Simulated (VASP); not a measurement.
**Hf: single point with PBE**

The system is Hf.

```
CELL_PARAMETERS angstrom
3.19670 0.00000 0.00000
-1.59835 2.76842 0.00000
0.00000 0.00000 5.05780
ATOMIC_POSITIONS crystal
Hf 0.66667 0.33333 0.75000
Hf 0.33333 0.66667 0.25000
```

| Item | Value |
| --- | --- |
| Program | VASP 6.6.1 |
| Task | single point |
| Functional | PBE |
| Potentials or basis | VASP PAW PBE potentials, release 64 (Hf_pv) |
| Cutoff | 520 eV |
| k mesh | 10 × 10 × 5 |
| Occupations | gaussian, width 0.016 eV |
| Spin | no spin polarisation |
| Dipole correction | no |
| Further INCAR settings | ALGO = Normal; EDIFF = 1e-06; NBANDS = 17 |

The pressure is 0.2 GPa and the band gap on the k mesh is zero (band 10 reaches 6.10 eV, above the bottom of band 11 at 4.60 eV).

Stress tensor (GPa, compression positive):
```
 0.30  0.00  0.00
 0.00  0.30  0.00
 0.00  0.00 -0.01
```

Levels at points of the mesh, in eV from the Fermi level:
```
           k point  band 8  band 9  band 10  band 11  band 12  band 13
(0.00, 0.00, 0.00)   -3.69    0.66     1.20     1.20     1.48     2.02
(0.50, 0.00, 0.00)   -2.73   -2.21    -0.78     0.81     0.89     1.70
```

Wall time 19 s on 1 thread of Intel(R) Xeon(R) Platinum 8259CL CPU @ 2.50GHz (Skylake/Cascade Lake), with other jobs on the host, peak memory 0.17 GiB.

Caveat: spin-orbit coupling is left out, which moves the levels of the heavy elements.
